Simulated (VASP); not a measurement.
CaC: relaxation of cell and atoms with PBE

Crystal: CaC.

```
CELL_PARAMETERS angstrom
3.11870 0.00000 0.00000
0.00000 3.11870 0.00000
0.00000 0.00000 3.11870
ATOMIC_POSITIONS crystal
Ca 0.00000 0.00000 0.00000
C 0.50000 0.50000 0.50000
```

The cell was generated, and may not be a known phase.

* Program: VASP 6.6.1
* Task: relaxation of cell and atoms
* Functional: PBE
* Potentials or basis: VASP PAW PBE potentials, release 64 (Ca_sv, C)
* Cutoff: 600 eV
* k mesh: 18 × 18 × 18
* Occupations: gaussian, width 0.1 eV
* Spin: no spin polarisation
* Dipole correction: no
* Further INCAR settings: ALGO = Normal; EDIFF = 1e-06; IBRION = 2; EDIFFG = -0.01; NSW = 100; ISIF = 3

```yaml
Relaxed_volume: 15.25 Å³/atom
Relaxed_cell: a = 3.125 Å, b = 3.125 Å, c = 3.125 Å, α = 90.00°, β = 90.00°, γ = 90.00°
Space_group_after_relaxing_to_0.1_Å: Pm-3m (No. 221)
Energy_gained_by_relaxing: 0.1 meV/atom
Ionic_steps: 2
Pressure_after_relaxing: 0.0 GPa
Band_gap_on_the_k_mesh: zero (bands 7 and 8 overlap by 3.89 eV)
```

The path:
```tsv
step	energy change (eV)	largest force (eV/Å)	pressure (GPa)	volume (Å³)
1	0.0000	0.0000	0.42	30.33
2	-0.0002	0.0000	-0.02	30.51
```

Final structure:
```
CELL_PARAMETERS angstrom
3.12469 0.00000 0.00000
0.00000 3.12469 0.00000
0.00000 0.00000 3.12469
ATOMIC_POSITIONS crystal
Ca 0.00000 0.00000 0.00000
C 0.50000 0.50000 0.50000
```

Levels at points of the mesh, in eV from the Fermi level:
| k point | band 4 | band 5 | band 6 | band 7 | band 8 | band 9 | band 10 | band 11 |
| --- | --- | --- | --- | --- | --- | --- | --- | --- |
| (0.00, 0.00, 0.00) | -20.51 | -10.30 | 1.26 | 1.26 | 1.26 | 2.10 | 2.10 | 6.69 |
| (0.50, 0.00, 0.00) | -20.44 | -8.60 | -3.54 | 0.60 | 0.60 | 3.11 | 7.03 | 7.27 |
| (0.50, 0.50, 0.00) | -20.38 | -8.52 | -1.53 | -1.53 | 1.93 | 2.70 | 5.34 | 5.36 |
| (0.50, 0.50, 0.50) | -20.95 | -7.18 | -2.63 | -2.63 | -2.63 | 8.19 | 8.19 | 8.19 |

It took 3.2 min on 1 thread of Intel Xeon 8259CL, on a shared host, peak memory 0.25 GiB.
